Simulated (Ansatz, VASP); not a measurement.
One calculation of Pd, two programs

Contents of INCAR:

```
SYSTEM = Pd
PREC = Accurate
ENCUT = 520
EDIFF = 1E-6
ISMEAR = -1
SIGMA = 0.05
LREAL = .FALSE.
LASPH = .TRUE.
NELM = 150
ALGO = Normal
ISIF = 2
LWAVE = .FALSE.
LCHARG = .TRUE.
ISPIN = 2
MAGMOM = -0.424 -0.424
LORBIT = 11
LMAXMIX = 4
GGA = B5
ALDAX = 1.0
AGGAX = 1.0
AGGAC = 1.0
ALDAC = 0.0
LELF = .TRUE.
LVHAR = .TRUE.
NBANDS = 21
```

The input KPOINTS:

```
Automatic mesh
0
G
  10 10 10
  0 0 0
```

The input POSCAR:

```
Pd
1.0
    0.0000000000      3.0035981930      3.0035981930
    3.0035981930      0.0000000000      3.0035981930
    3.0035981930      3.0035981930      0.0000000000
Pd
2
Direct
    0.1250000000      0.1250000000      0.1250000000
    0.8750000000      0.8750000000      0.8750000000
```

Input for Ansatz:

```yaml
crystal:
  lattice:
    - [0.0, 3.003598193, 3.003598193]
    - [3.003598193, 0.0, 3.003598193]
    - [3.003598193, 3.003598193, 0.0]
  atoms:
    - { symbol: Pd, position: [0.125, 0.125, 0.125], spin: -0.424 }
    - { symbol: Pd, position: [0.875, 0.875, 0.875], spin: -0.424 }
hamiltonian:
  xc: blyp
  pseudopotentials:
    kind: paw
    azcp:
      Pd: "pseudopotentials/Pd.paw.azcp"
basis:
  ecutwfc: 420
  fft_grid_basis: typed
kpoints:
  mp_grid: { grid: [10, 10, 10], shift: [0, 0, 0] }
magnetization:
  spin_polarized: true
scf:
  occupations: { method: fermi_dirac, width: 0.05 }
  lower_state_search: "off"
output:
  stress: true
```

Alike in both runs: task single point; functional BLYP; k mesh 10 × 10 × 10; occupations fermi-dirac, width 0.05 eV; collinear spin.

|  | VASP | Ansatz |
| --- | --- | --- |
| version | VASP 6.6.1 | Ansatz 0.2.0 |
| potentials or method | VASP PAW PBE potentials, release 64 (Pd), cutoff 520 eV | plane waves (420 eV) with PAW, scalar-relativistic |
| valence electrons in the cell | 20 | 36 |

|  | VASP | Ansatz | Ansatz less VASP |
| --- | --- | --- | --- |
| pressure (GPa) | -1.9 | -2.0 | -0.05 |
| net moment per atom (μB) | 0.44 | 0.44 | +0.002 |
| size of the moment on the site where the two differ most (μB) | 0.43 | 0.43 | -0.002 |

VASP's potentials were made for PBE, not for BLYP. Site moments also hang on the region over which each program counts them. The functional is the same, so the differences come from potentials, cutoffs and numerics. VASP's potentials hold 20 valence electrons a cell and Ansatz's 36, so a difference there can come from the potentials and not from the codes.
